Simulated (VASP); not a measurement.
# CuSi16 (a cell with a defect) in VASP: a series of runs

Runs on CuSi16 (a cell with a defect). Level: PBE. Tasks: single point.

All numbers are computed with VASP 6.6.1; they aren't measurements. Logs are shortened: lines on timing, memory, paths and dates and some standing lists are left out, and cuts for length are marked.

### Step 1. The cell of the first run

The cell holds a defect, 17 atoms: a = 7.679 Å, b = 7.679 Å, c = 7.679 Å, α = 60.00°, β = 60.00°, γ = 60.00°.

### Step 2. Single point, PBE

File INCAR:

```
SYSTEM = CuSi16
PREC = Accurate ; ENCUT = 520
EDIFF = 1E-6 ; ISMEAR = 0
SIGMA = 0.05 ; LREAL = Auto
LASPH = .True. ; NELM = 60
ALGO = Normal ; ISIF = 2
LWAVE = .False. ; LCHARG = .False.
GGA = PE ; NELECT = 74.0
NBANDS = 52
```

File KPOINTS:

```
Automatic mesh
0
Gamma
  2 2 2
  0 0 0
```

File POSCAR:

```
CuSi16
1.0
    0.0000000000      5.4300000000      5.4300000000
    5.4300000000      0.0000000000      5.4300000000
    5.4300000000      5.4300000000      0.0000000000
Si Cu
16 1
Direct
    0.0067302947     -0.0268131676      0.0070144567
    0.1221609576      0.1163843462      0.1223480663
   -0.0145792818     -0.0003269797      0.5052164825
    0.1259358195      0.1184877532      0.6358240331
    0.0015083794      0.4889223757      0.0017592081
    0.1318979742      0.6020777164      0.1321460405
   -0.0001806630      0.4905081031      0.5047000000
    0.1141869245      0.6258366483      0.6291589319
    0.5050041436     -0.0003004604     -0.0144411602
    0.6355593923      0.1185105893      0.1261498158
    0.5098394107      0.0049121547      0.5100946593
    0.6175255985      0.1609357274      0.6176594843
    0.5044489871      0.4905195212      0.0000651934
    0.6289159300      0.6258604972      0.1144058011
    0.4878729282      0.5327379374      0.4881053407
    0.6273537753      0.6306436464      0.6275990792
    0.3497749540      0.9592281768      0.3499147330
```

Potentials or basis: VASP PAW PBE potentials, release 64 (Si, Cu).

Command:

```sh
$ cat potpaw_PBE.64/Si/POTCAR potpaw_PBE.64/Cu/POTCAR > POTCAR
$ mpirun -np 1 vasp_std > vasp.out
```

OUTCAR:

```text
SYSTEM = CuSi16
   PREC = Accurate
   ENCUT = 520
   EDIFF = 1E-6
   ISMEAR = 0
   LREAL = Auto
   LASPH = .True.
   NELM = 60
   ISIF = 2
   GGA = PE
   NELECT = 74.0

 ion  position               nearest neighbor table
   1  0.007  0.973  0.007-   6 2.33  10 2.33   4 2.33   2 2.35
   2  0.122  0.116  0.122-   5 2.34   1 2.35   9 2.40   3 2.40  17 2.53
   3  0.985  1.000  0.505-  12 2.32   8 2.34  17 2.35   2 2.40   4 2.45
   4  0.126  0.118  0.636-   1 2.33   7 2.33  11 2.41   3 2.45  17 2.47
   5  0.002  0.489  0.002-   2 2.34  14 2.34   8 2.34   6 2.35
   6  0.132  0.602  0.132-   1 2.33  13 2.34   7 2.34   5 2.35
   7  1.000  0.491  0.505-   4 2.33   6 2.34  16 2.34   8 2.35
   8  0.114  0.626  0.629-   5 2.34   3 2.34   7 2.35  15 2.35
   9  0.505  1.000  0.986-  12 2.32  14 2.34  17 2.35   2 2.40  10 2.45
  10  0.636  0.119  0.126-   1 2.33  13 2.33  11 2.41   9 2.45  17 2.47
  11  0.510  0.005  0.510-  12 2.34  16 2.35  17 2.35   4 2.41  10 2.41
  12  0.618  0.161  0.618-   3 2.32   9 2.32  15 2.33  11 2.34
  13  0.504  0.491  0.000-  10 2.33   6 2.34  16 2.34  14 2.35
  14  0.629  0.626  0.114-   5 2.34   9 2.34  13 2.35  15 2.35
  15  0.488  0.533  0.488-  12 2.33   8 2.35  14 2.35  16 2.37  17 2.67
  16  0.627  0.631  0.628-  13 2.34   7 2.34  11 2.35  15 2.37
  17  0.350  0.959  0.350-   9 2.35   3 2.35  11 2.35  10 2.47   4 2.47   2 2.53  15 2.67

  LATTYP: Found a face centered cubic cell.
 ALAT       =    10.8600000000

  Lattice vectors:

 A1 = (   0.0000000000,   5.4300000000,   5.4300000000)
 A2 = (   5.4300000000,   0.0000000000,   5.4300000000)
 A3 = (   5.4300000000,   5.4300000000,   0.0000000000)

Analysis of symmetry for initial positions (statically):
=====================================================================
 Subroutine PRICEL returns:
 Original cell was already a primitive cell.

 Routine SETGRP: Setting up the symmetry group for a
 face centered cubic supercell.

 Subroutine GETGRP returns: Found  1 space group operations
 (whereof  1 operations were pure point group operations)
 out of a pool of 48 trial point group operations.

The static configuration has the point symmetry C_1 .

Analysis of symmetry for dynamics (positions and initial velocities):
=====================================================================
 Subroutine PRICEL returns:
 Original cell was already a primitive cell.

 Routine SETGRP: Setting up the symmetry group for a
 face centered cubic supercell.

 Subroutine GETGRP returns: Found  1 space group operations
 (whereof  1 operations were pure point group operations)
[... 121 lines left out ...]
   ISIF   =      2    stress and relaxation
   ISYM   =      2    0-nonsym 1-usesym 2-fastsym
   POTIM  = 0.5000    time-step for ionic-motion
   TEBEG  =    0.0;   TEEND  =   0.0 temperature during run
   PSTRESS=    0.0 pullay stress
   NELECT =      74.0000    total number of electrons
   NUPDOWN=      -1.0000    fix difference up-down
   EMIN   =  10.00;   EMAX   =-10.00  energy-range for DOS
   EFERMI =   0.00;   METHOD = LEGACY
   ISMEAR =     0;   SIGMA  =   0.05  broadening in eV -4-tet -1-fermi 0-gaus
   EFERMI_NEDOS =   21; number of points for ismear=-14 and -15
   IALGO  =     38    algorithm
   IMIX   =      4    mixing-type and parameters
     AMIX     =   0.40;   BMIX     =  1.00
     AMIX_MAG =   1.60;   BMIX_MAG =  1.00
  volume/ion in A,a.u.               =      18.84       127.11
  Fermi-wavevector in a.u.,A,eV,Ry     =   1.004636  1.898488 13.732283  1.009294
  Thomas-Fermi vector in A             =   2.137265
   LORBIT       =      0    0 simple, 1 ext, 2 COOP (PROOUT), +10 PAW based schemes
   GGA     = PE    functional components
   LHFCALC =     F    Hartree Fock is set to
   AEXX    =    0.0000 exact exchange contribution
   IVDW    =     0    specifies the selected vdW correction
   LEPSILON=     F    determine dielectric tensor
   LRPA    =     F    only Hartree local field effects (RPA)
 non-spin polarized calculation
 Gauss-broadening in eV      SIGMA  =   0.05
  energy-cutoff  :      520.00
  volume of cell :      320.21
 maximum number of plane-waves:      8646
 NGX is ok and might be reduce to    60
   NGX = 29   NGY = 29   NGZ = 29

 number of electron      74.0000000 magnetization

 Free energy of the ion-electron system (eV)
  ---------------------------------------------------
  ext. energy  EPLUGINS =         0.00000000
  ---------------------------------------------------
  free energy    TOTEN  =       -94.22265871 eV

  energy without entropy =      -94.22177113  energy(sigma->0) =      -94.22221492

 E-fermi :   6.4044     XC(G=0):  -9.6100

 val. band max:        6.3324177117   @ k =   0.0000   0.0000   0.0000
 cond. band min:       6.4763839873   @ k =   0.0000   0.0000   0.0000
 fundamental gap:      0.1439662755
 Fermi energy:         6.4044008554

 k-point     1 :       0.0000    0.0000    0.0000
  band No.  band energies     occupation
      1      -5.8944      2.00000
      2      -3.5308      2.00000
      3      -3.5135      2.00000
      4      -3.4876      2.00000
      5      -3.4664      2.00000
      6      -2.0063      2.00000
[... 405 lines left out ...]
     48      10.4735      0.00000
     49      10.4866      0.00000
 [bands above 49 left out]

------------------------ aborting loop because EDIFF is reached ----------------------------------------

  FORCE on cell =-STRESS in cart. coord.  units (eV):
  Direction    XX          YY          ZZ          XY          YZ          ZX
  --------------------------------------------------------------------------------------
  -------------------------------------------------------------------------------------
  Total       -1.3321900     -1.9253135     -1.3233903     -0.0972592     -0.0936433     -0.7256992
  in kB       -6.6657232     -9.6334655     -6.6216931     -0.4866444     -0.4685518     -3.6310963
  external PRESSURE =      -7.6402939 kB  Pullay stress =       0.0000000 kB

 VOLUME and BASIS-vectors are now :
 -----------------------------------------------------------------------------
  energy-cutoff  :      520.00
  volume of cell :      320.21
      direct lattice vectors                 reciprocal lattice vectors
     0.000000000  5.430000000  5.430000000    -0.092081031  0.092081031  0.092081031
     5.430000000  0.000000000  5.430000000     0.092081031 -0.092081031  0.092081031
     5.430000000  5.430000000  0.000000000     0.092081031  0.092081031 -0.092081031

 POSITION                                       TOTAL-FORCE (eV/Angst)
 -----------------------------------------------------------------------------------
      5.32249      0.07463      5.32095         0.002503     -0.001599      0.002961
      1.29632      1.32768      1.29530         0.000745     -0.005258      0.001180
      8.17155      8.09416     10.77906         0.013271     -0.005063     -0.001373
      4.09591      4.13636      1.32722         0.003126     -0.003633     -0.004752
      2.66440      0.01774      2.66304        -0.001308     -0.002339     -0.000355
      3.98683      1.43376      3.98549         0.000583      0.000049      0.000318
[... 9 lines left out ...]
      6.83226      6.81439      6.83093        -0.001631      0.000064     -0.001108
      7.10865      3.79932      7.10789        -0.012878      0.009027     -0.013877
 -----------------------------------------------------------------------------------
    total drift:                                0.001654      0.002745      0.003074

  FREE ENERGIE OF THE ION-ELECTRON SYSTEM (eV)
  ---------------------------------------------------
  free  energy   TOTEN  =       -94.2226587065 eV

  energy  without entropy=      -94.2217711332  energy(sigma->0) =      -94.22221492
```

OSZICAR:

```text
N       E                     dE             d eps       ncg     rms          rms(c)
DAV:   1     0.328322136748E+03    0.32832E+03   -0.27588E+04   832   0.124E+03
DAV:   2    -0.554036537788E+02   -0.38373E+03   -0.35960E+03   856   0.242E+02
DAV:   3    -0.960010144367E+02   -0.40597E+02   -0.38105E+02  1128   0.784E+01
DAV:   4    -0.980269357070E+02   -0.20259E+01   -0.19897E+01  1160   0.176E+01
[... 11 lines left out ...]
DAV:  16    -0.942226854703E+02    0.41337E-04   -0.53142E-04  1352   0.216E-01    0.419E-02
DAV:  17    -0.942226661589E+02    0.19311E-04   -0.42562E-05  1376   0.135E-01    0.245E-02
DAV:  18    -0.942226586098E+02    0.75491E-05   -0.27567E-05  1400   0.124E-01    0.853E-03
DAV:  19    -0.942226585674E+02    0.42476E-07   -0.13424E-05  1264   0.490E-02    0.241E-03
DAV:  20    -0.942226587065E+02   -0.13909E-06   -0.46323E-07   592   0.153E-02
   1 F= -.94222659E+02 E0= -.94222215E+02  d E =-.887573E-03
```

stdout:

```text
POSCAR found type information on POSCAR SiCu
 POSCAR found :  2 types and      17 ions
 scaLAPACK will be used
 LDA part: xc-table for (Slater+PW92), standard interpolation
 POSCAR, INCAR and KPOINTS ok, starting setup
 FFT: planning ... GRIDC
 FFT: planning ... GRID_SOFT
 FFT: planning ... GRID
 WAVECAR not read
 entering main loop
 the old and the new charge density differ
 old charge density:    75.00000 new   74.00000
    0.225E+01
```

Run time: 4 min. Hardware: 1 thread of Intel Xeon Platinum 8488C (Sapphire Rapids), shared host; peak memory 0.49 GiB.

Results:

```yaml
Free_energy: -94.2227 eV
Largest_force: 0.021 eV/Å
```

Forces on the atoms (eV/Å):
```
Si   0.003 -0.002  0.003
Si   0.001 -0.005  0.001
Si   0.013 -0.005 -0.001
Si   0.003 -0.004 -0.005
Si  -0.001 -0.002  0.000
Si   0.001  0.000  0.000
Si   0.003  0.000  0.000
Si   0.000  0.002  0.001
Si  -0.001 -0.004  0.014
Si  -0.004 -0.003  0.003
Si   0.007  0.005  0.007
Si  -0.006  0.001 -0.006
Si   0.001  0.000  0.002
Si   0.002  0.002 -0.001
Si  -0.005  0.006 -0.005
Si  -0.002  0.000 -0.001
Cu  -0.013  0.009 -0.014
```

Levels at points of the mesh, in eV from the Fermi level:
| k point | band 33 | band 34 | band 35 | band 36 | band 37 | band 38 | band 39 | band 40 | band 41 | band 42 |
| --- | --- | --- | --- | --- | --- | --- | --- | --- | --- | --- |
| (0.00, 0.00, 0.00) | -1.08 | -1.02 | -0.63 | -0.20 | -0.07 | 0.07 | 0.39 | 0.58 | 0.61 | 0.68 |
| (0.50, 0.00, 0.00) | -2.02 | -0.95 | -0.91 | -0.85 | -0.75 | 0.55 | 1.12 | 1.25 | 1.31 | 1.44 |
| (0.00, 0.50, 0.00) | -2.16 | -0.91 | -0.89 | -0.65 | -0.52 | 0.52 | 1.00 | 1.34 | 1.37 | 1.57 |
| (0.00, 0.00, 0.50) | -2.02 | -0.95 | -0.91 | -0.85 | -0.75 | 0.55 | 1.12 | 1.25 | 1.31 | 1.44 |
| (0.50, 0.50, 0.50) | -2.04 | -0.94 | -0.89 | -0.88 | -0.80 | 0.50 | 1.15 | 1.23 | 1.31 | 1.42 |
| (0.50, 0.50, 0.00) | -1.83 | -1.54 | -1.47 | -1.44 | -1.09 | 0.65 | 0.98 | 1.94 | 2.06 | 2.17 |
| (0.00, 0.50, 0.50) | -1.83 | -1.54 | -1.47 | -1.43 | -1.09 | 0.65 | 0.98 | 1.94 | 2.06 | 2.17 |
| (0.50, 0.00, 0.50) | -1.87 | -1.51 | -1.51 | -1.42 | -1.13 | 0.67 | 0.98 | 1.95 | 2.05 | 2.17 |

Caveat: the k points lie up to 0.50 Å⁻¹ apart; the cell carries a net charge on a neutralising background, which shifts energy and pressure; the cell is charged against a uniform background, so pressure and absolute levels hang on convention.

### Step 3. Single point, PBE

File INCAR:

```
SYSTEM = CuSi16
  PREC = Accurate
  ENCUT = 520
  EDIFF = 1E-7
  ISMEAR = 0
  SIGMA = 0.05
  LREAL = Auto
  LASPH = .TRUE.
  NELM = 100
  ALGO = Normal
  ISIF = 2
  LWAVE = .FALSE.
  LCHARG = .FALSE.
  GGA = PE
  NELECT = 74.0
  NBANDS = 52
```

File KPOINTS:

```
regular mesh
0
G
  2 2 2
  0 0 0
```

File POSCAR:

```
CuSi16
1.0
    0.0000000000      5.4300000000      5.4300000000
    5.4300000000      0.0000000000      5.4300000000
    5.4300000000      5.4300000000      0.0000000000
Si Cu
16 1
Direct
    0.0098844383     -0.0445118785      0.0185717311
    0.1199977901      0.1172031308      0.1162939227
   -0.0104581952      0.0002843462      0.5058237569
    0.1192526703      0.1164160221      0.6483294659
   -0.0018776243      0.4905376611     -0.0008105893
    0.1395418048      0.5834885820      0.1385167587
   -0.0016447514      0.4898226519      0.5127182320
    0.1194902394      0.6286747698      0.6257961326
    0.5039285451      0.0022635359     -0.0139784530
    0.6422747698      0.1178865562      0.1196871087
    0.5032305709      0.0021607735      0.5085318600
    0.6196281768      0.1522627993      0.6137521179
    0.5122011971      0.4910369245     -0.0014459484
    0.6259901473      0.6302201657      0.1187895948
    0.4918732965      0.5234893186      0.4925576427
    0.6262293738      0.6301903315      0.6250205341
    0.2865465930      1.1340390424      0.2903255985
```

Potentials or basis: VASP PAW PBE potentials, release 64 (Si, Cu).

Command:

```sh
$ cat potpaw_PBE.64/Si/POTCAR potpaw_PBE.64/Cu/POTCAR > POTCAR
$ mpirun -np 1 vasp_std > vasp.out
```

It took 5.8 min on 1 thread of Intel Xeon Platinum 8488C (Sapphire Rapids), shared host; peak memory 0.49 GiB.

Results (log left out):

- Free energy: -94.2125 eV
- Largest force: 0.080 eV/Å

Forces on the atoms (eV/Å):
```
Si   0.001  0.004  0.004
Si  -0.004 -0.001 -0.013
Si   0.002  0.001 -0.003
Si   0.001  0.001 -0.017
Si  -0.003  0.000  0.001
Si   0.001 -0.004 -0.004
Si   0.002  0.005  0.000
Si  -0.006  0.003  0.002
Si  -0.001  0.010  0.006
Si  -0.010  0.004 -0.002
Si  -0.008  0.005  0.003
Si  -0.011  0.005 -0.015
Si   0.000  0.001  0.001
Si  -0.001  0.001 -0.005
Si  -0.009  0.010 -0.003
Si  -0.002 -0.001 -0.004
Cu   0.048 -0.043  0.047
```

Levels at points of the mesh, in eV from the Fermi level:
| k point | band 35 | band 36 | band 37 | band 38 | band 39 | band 40 |
| --- | --- | --- | --- | --- | --- | --- |
| (0.00, 0.00, 0.00) | -0.61 | -0.21 | -0.05 | 0.05 | 0.26 | 0.56 |
| (0.50, 0.00, 0.00) | -0.93 | -0.91 | -0.75 | 0.57 | 1.08 | 1.18 |
| (0.00, 0.50, 0.00) | -0.92 | -0.62 | -0.52 | 0.52 | 0.97 | 1.37 |
| (0.00, 0.00, 0.50) | -0.94 | -0.92 | -0.79 | 0.54 | 1.09 | 1.17 |
| (0.50, 0.50, 0.50) | -0.94 | -0.91 | -0.79 | 0.55 | 1.08 | 1.17 |
| (0.50, 0.50, 0.00) | -1.53 | -1.46 | -1.14 | 0.65 | 0.91 | 1.88 |
| (0.00, 0.50, 0.50) | -1.53 | -1.45 | -1.18 | 0.66 | 0.91 | 1.90 |
| (0.50, 0.00, 0.50) | -1.53 | -1.45 | -1.17 | 0.66 | 0.91 | 1.89 |

Caveat: the k points lie up to 0.50 Å⁻¹ apart; the cell carries a net charge on a neutralising background, which shifts energy and pressure; the cell is charged against a uniform background, so pressure and absolute levels hang on convention.

### Step 4. Single point, PBE

File INCAR:

```
PREC = Accurate ; ENCUT = 520
EDIFF = 1E-7 ; ISMEAR = 0
SIGMA = 0.05 ; LREAL = Auto
LASPH = T ; NELM = 60
ALGO = Normal ; ISIF = 2
LWAVE = F ; LCHARG = F
GGA = PE ; NBANDS = 52
NELECT = 74.0
```

File KPOINTS:

```
Automatic mesh
0
Gamma
  2 2 2
```

File POSCAR:

```
CuSi16
1.0
    0.0000000000      5.4300000000      5.4300000000
    5.4300000000      0.0000000000      5.4300000000
    5.4300000000      5.4300000000      0.0000000000
Si Cu
16 1
Direct
   -0.0325496317      0.0064501842      0.0199223757
    0.1279227440      0.1191459484      0.1147054328
    0.0089538674     -0.0110139042      0.5041728361
    0.1228581031      0.1144601289      0.6486735727
    0.0111672192      0.5018657459     -0.0145379374
    0.1279809392      0.6385299263      0.1147608656
    0.0089845304      0.4982662983      0.5042427256
    0.1536023020      0.6177185083      0.6114667587
    0.5018825967     -0.0048323204     -0.0066490792
    0.5957593923      0.1361310313      0.1324061694
    0.4972158379     -0.0031709024      0.5095504604
    0.6369073665      0.1200453039      0.6191298343
    0.5019276243      0.5099965009     -0.0066773481
    0.6386721915      0.6225751381      0.1166141805
    0.5246751381      0.4925690608      0.4905779006
    0.6369253223      0.6243523941      0.6190912523
    0.1714031308      1.2733852670      0.2821688766
```

Command:

```sh
$ cat potpaw_PBE.64/Si/POTCAR potpaw_PBE.64/Cu/POTCAR > POTCAR
$ mpirun -np 1 vasp_std > vasp.out
```

Run time: 5.8 min. Hardware: 1 thread of Intel Xeon Platinum 8488C (Sapphire Rapids), shared host; peak memory 0.49 GiB.

Results (log left out):

- Free energy: -94.2230 eV
- Largest force: 0.017 eV/Å

Forces in eV/Å, atoms in the order of the input:
```
Si  -0.004  0.000  0.005
Si  -0.010 -0.010 -0.008
Si   0.004  0.002 -0.002
Si   0.007  0.004 -0.008
Si   0.001 -0.001  0.000
Si   0.008 -0.011  0.009
Si   0.002  0.001 -0.003
Si   0.001 -0.004 -0.003
Si   0.003  0.001  0.004
Si  -0.001  0.004  0.001
Si  -0.002 -0.002  0.003
Si   0.001  0.002 -0.002
Si  -0.003  0.001 -0.002
Si   0.001 -0.005 -0.004
Si  -0.001  0.006  0.002
Si   0.002  0.004 -0.001
Cu  -0.008  0.008  0.008
```

Levels at points of the mesh, in eV from the Fermi level:
```csv
k point,band 33,band 34,band 35,band 36,band 37,band 38,band 39,band 40,band 41,band 42
"(0.00, 0.00, 0.00)",-1.06,-1.01,-0.63,-0.19,-0.07,0.07,0.40,0.59,0.61,0.68
"(0.50, 0.00, 0.00)",-2.15,-0.91,-0.89,-0.65,-0.52,0.52,1.01,1.34,1.37,1.57
"(0.00, 0.50, 0.00)",-2.01,-0.94,-0.90,-0.85,-0.74,0.55,1.12,1.25,1.31,1.44
"(0.00, 0.00, 0.50)",-2.04,-0.94,-0.88,-0.88,-0.80,0.50,1.15,1.24,1.32,1.42
"(0.50, 0.50, 0.50)",-2.01,-0.94,-0.90,-0.85,-0.74,0.55,1.12,1.25,1.31,1.44
"(0.50, 0.50, 0.00)",-1.83,-1.54,-1.46,-1.43,-1.08,0.66,0.99,1.94,2.06,2.17
"(0.00, 0.50, 0.50)",-1.83,-1.54,-1.46,-1.43,-1.08,0.66,0.99,1.94,2.06,2.17
"(0.50, 0.00, 0.50)",-1.86,-1.51,-1.50,-1.42,-1.11,0.67,0.99,1.95,2.05,2.17
```

Caveat: the k points lie up to 0.50 Å⁻¹ apart; the cell carries a net charge on a neutralising background, which shifts energy and pressure; the cell is charged against a uniform background, so pressure and absolute levels hang on convention.
